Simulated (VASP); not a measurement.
Wanted: the native input for a VASP 6.6.1 run.

* Task: electric field gradients
* Functional: LDA
* Potentials or basis: VASP PAW LDA potentials, release 64 (Ga_d)
* Cutoff: 520 eV
* k mesh: 14 × 14 × 16
* Occupations: fermi-dirac, width 0.05 eV
* Spin: no spin polarisation
* Dipole correction: no
* Further INCAR settings: ALGO = Normal; EDIFF = 1e-08; NBANDS = 12; ISYM = 0

The structure of Ga lies in POSCAR:

```
Ga
1.0
   -1.4180400000      1.4180400000      2.2290000000
    1.4180400000     -1.4180400000      2.2290000000
    1.4180400000      1.4180400000     -2.2290000000
Ga
1
Direct
    0.0000000000      0.0000000000      0.0000000000
```

This cell differs from its parent crystal: equal xx and yy strain of +1 %.

The input as run:

INCAR

```
PREC = Accurate
ENCUT = 520
EDIFF = 1E-8
ISMEAR = -1
SIGMA = 0.05
LREAL = F
LASPH = T
NELM = 80
ALGO = Normal
ISIF = 2
LWAVE = F
LCHARG = F
LEFG = T
ISYM = 0
NBANDS = 12
```

KPOINTS

```
Automatic mesh
0
Gamma
  14 14 16
```

Potentials or basis: VASP PAW LDA potentials, release 64 (Ga_d).

Launch:

```console
$ cat potpaw_LDA.64/Ga_d/POTCAR > POTCAR
$ mpirun -np 1 vasp_std > vasp.out
```

Results of the run:

- Pressure: -2.7 GPa
- Band gap on the k mesh: zero (an odd number of electrons rules out a gap without spin polarisation)
- Largest electric field gradient by atom: Ga +19.2 V/Å²

Caveat: the cell differs from its parent crystal (equal xx and yy strain of +1 %); without QUAD_EFG the Cq values of the log hold for a quadrupole moment of 1 mb, not for the nuclei.

It took 110 s on 1 thread of Intel(R) Xeon(R) Platinum 8375C CPU @ 2.90GHz (Ice Lake), on a shared host, peak memory 0.41 GiB.
